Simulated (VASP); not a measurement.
Write the native input for VASP 6.6.1 that does the following.

```
Task                   : relaxation of cell and atoms
Functional             : PBE
Potentials or basis    : VASP PAW PBE potentials, release 64 (Zn, O)
Cutoff                 : 600 eV
k mesh                 : 8 × 8 × 8
Occupations            : gaussian, width 0.02 eV
Spin                   : no spin polarisation
Dipole correction      : no
Further INCAR settings : ALGO = Normal; EDIFF = 1e-06; IBRION = 2; EDIFFG = -0.01; NSW = 100; ISIF = 3
```

The structure of ZnO lies in POSCAR:

```
ZnO
1.0
    4.0416598150      0.0000000000      0.0000000000
    0.0000000000      4.0416598150      0.0000000000
    0.0000000000      0.0000000000      3.4539712606
Zn O
1 1
Direct
    0.0000000000      0.0000000000      0.0000000000
    0.0000000000      0.0000000000      0.5000000000
```

The cell was built from a structure type or drawn by symmetry, and may not be a known phase.

These files were run (other wordings do the same):

INCAR

```
PREC = Accurate ; ENCUT = 600
EDIFF = 1E-6 ; ISMEAR = 0
SIGMA = 0.02 ; LREAL = False
LASPH = True ; NELM = 80
ALGO = Normal ; ISIF = 3
LWAVE = False ; LCHARG = False
GGA = PE ; IBRION = 2
NSW = 100 ; EDIFFG = -0.01
```

KPOINTS

```
regular mesh
0
Gamma
  8 8 8
```

Potentials or basis: VASP PAW PBE potentials, release 64 (Zn, O).

Run with:

```sh
$ cat potpaw_PBE.64/Zn/POTCAR potpaw_PBE.64/O/POTCAR > POTCAR
$ mpirun -np 1 vasp_std > vasp.out
```

It gave:

- Relaxed volume: 35.29 Å³/atom
- Relaxed cell: a = 4.508 Å, b = 4.508 Å, c = 3.472 Å, α = 90.00°, β = 90.00°, γ = 90.00°
- Space group after relaxing (to 0.1 Å): P4/mmm (No. 123)
- Energy gained by relaxing: 5.9 meV/atom
- Ionic steps: 18
- Pressure after relaxing: 0.0 GPa
- Band gap on the k mesh: 1.68 eV (least direct gap 3.12 eV)

Caveat: the volume moved by over 15 % at a fixed basis, so the end points are rough.

Wall time 4.7 min on 1 thread of AMD EPYC 9R45 96-Core Processor (Zen 5), on a shared host, peak memory 0.2 GiB.
